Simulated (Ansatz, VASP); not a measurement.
## One calculation of Mg, two programs

Contents of INCAR:

```
ALGO = Normal
EDIFF = 1E-6
ENCUT = 600
GGA = PE
GGA_COMPAT = False
ISIF = 2
ISMEAR = -1
LASPH = True
LCHARG = False
LREAL = False
LWAVE = False
NBANDS = 7
NELM = 120
PREC = Accurate
SIGMA = 0.05
```

Contents of KPOINTS:

```
k-points
0
Gamma
  17 17 17
```

Contents of POSCAR:

```
Mg
1.0
   -1.6615594771      1.6615594771      1.6615594771
    1.6615594771     -1.6615594771      1.6615594771
    1.6615594771      1.6615594771     -1.6615594771
Mg
1
Direct
    0.0000000000      0.0000000000      0.0000000000
```

Input for Ansatz:

```yaml
crystal:
  lattice:
    - [-1.6615594771, 1.6615594771, 1.6615594771]
    - [1.6615594771, -1.6615594771, 1.6615594771]
    - [1.6615594771, 1.6615594771, -1.6615594771]
  atoms:
    - { symbol: Mg, position: [0.0, 0.0, 0.0] }
kpoints:
  mp_grid: { grid: [17, 17, 17] }
scf:
  occupations: { method: fermi_dirac, width: 0.05 }
hamiltonian:
  xc: pbe
  pseudopotentials: { kind: paw }
output:
  forces: true
  stress: true
  eigenvalues: true
  populations: true
```

Change from the starting cell: volume scaled by 0.8, PAW files.

Alike in both runs: task single point; functional PBE; k mesh 17 × 17 × 17; occupations fermi-dirac, width 0.05 eV; no spin polarisation.

|  | VASP | Ansatz |
| --- | --- | --- |
| version | VASP 6.6.1 | Ansatz 0.2.0 |
| potentials or method | VASP PAW PBE potentials, release 64 (Mg) | PAW with Ansatz's default frozen-core files, scalar-relativistic |
| plane-wave cutoff (eV) | 600 | 420 |
| valence electrons in the cell | 2 | 10 |

|  | VASP | Ansatz | Ansatz less VASP |
| --- | --- | --- | --- |
| pressure (GPa) | 12.1 | 12.2 | +0.07 |

With one functional, cell and mesh, what is left measures potentials, basis and numerics. VASP's potentials hold 2 valence electrons a cell and Ansatz's 10, so a difference there can come from the potentials and not from the codes.
